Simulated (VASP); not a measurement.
ZrB, 2 atoms in the cell. The structure is tetragonal, space group I4/mmm (No. 139). Conventional cell: a = 3.298 Å, b = 3.298 Å, c = 5.596 Å, α = 90.00°, β = 90.00°, γ = 90.00°. Within 3.1 Å of Zr (site symmetry 4/mmm) lie 6 B at 2.33 to 2.80 Å. B (site symmetry 4/mmm) has 6 Zr at 2.33 to 2.80 Å within 3.1 Å.  This cell differs from its parent crystal: volume 15.219 Å^3 an atom, c/a of the conventional cell 1.1996.

| Property | Result |
| --- | --- |
| Program | VASP 6.6.1 |
| Task | single point |
| Functional | LDA |
| Potentials or basis | VASP PAW LDA potentials, release 64 (Zr_sv, B) |
| Cutoff | 520 eV |
| k mesh | 18 × 18 × 18 |
| Occupations | gaussian, width 0.15 eV |
| Spin | no spin polarisation |
| Dipole correction | no |
| Further INCAR settings | ALGO = Normal; EDIFF = 1e-06; NBANDS = 14 |

Potentials or basis: VASP PAW LDA potentials, release 64 (Zr_sv, B).

Run with:

```sh
$ cat potpaw_LDA.64/Zr_sv/POTCAR potpaw_LDA.64/B/POTCAR > POTCAR
$ mpirun -np 1 vasp_std > vasp.out
```

Hardware: 1 thread of Intel(R) Xeon(R) 6975P-C (Granite Rapids) (shared host).

How long does it take, and how much memory?

Run time: 81 s on 1 thread of Intel(R) Xeon(R) 6975P-C (Granite Rapids), on a shared host, peak memory 0.31 GiB. Counts: scf iterations 12, k points 480.
